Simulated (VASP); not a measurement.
Wanted: the native input for a VASP 6.6.1 run.

* Task: single point
* Functional: PBEsol
* Potentials or basis: VASP PAW PBE potentials, release 64 (Sn_d, O)
* Cutoff: 520 eV
* k mesh: 4 × 4 × 4
* Occupations: fermi-dirac, width 0.01 eV
* Spin: no spin polarisation
* Dipole correction: no
* Further INCAR settings: ALGO = Normal; EDIFF = 1e-07; NBANDS = 35

The structure of SnO2 lies in POSCAR:

```
SnO2
1.0
   -2.0000690000      2.0000690000      5.1236790000
    2.0000690000     -2.0000690000      5.1236790000
    2.0000690000      2.0000690000     -5.1236790000
Sn O
2 4
Direct
    0.7500000000      0.2500000000      0.5000000000
    0.0000000000      0.0000000000      0.0000000000
    0.7965230000      0.7965230000      0.0000000000
    0.9534770000      0.4534770000      0.5000000000
    0.2034770000      0.2034770000      0.0000000000
    0.5465230000      0.0465230000      0.5000000000
```

These files were run (other wordings do the same):

INCAR

```
SYSTEM = SnO2
PREC = Accurate ; ENCUT = 520
EDIFF = 1E-7 ; ISMEAR = -1
SIGMA = 0.01 ; LREAL = .False.
LASPH = .True. ; NELM = 60
ALGO = Normal ; ISIF = 2
LWAVE = .False. ; LCHARG = .False.
GGA = PS ; NBANDS = 35
```

KPOINTS

```
Automatic mesh
0
Gamma
  4 4 4
  0 0 0
```

Potentials or basis: VASP PAW PBE potentials, release 64 (Sn_d, O).

Launch:

```console
$ cat potpaw_PBE.64/Sn_d/POTCAR potpaw_PBE.64/O/POTCAR > POTCAR
$ mpirun -np 1 vasp_std > vasp.out
```

It gave:

```
Pressure               : 1.2 GPa
Largest force          : 0.057 eV/Å
Band gap on the k mesh : 1.56 eV, indirect (least direct gap 1.94 eV)
```

Caveat: the k points lie up to 0.56 Å⁻¹ apart; the PAW data sets were made with another functional, which shifts forces and pressure a little; spin-orbit coupling is left out, which moves the levels of the heavy elements.

Run time: 59 s on 1 thread of Intel(R) Xeon(R) Platinum 8488C (Sapphire Rapids) (shared host), peak memory 0.32 GiB.
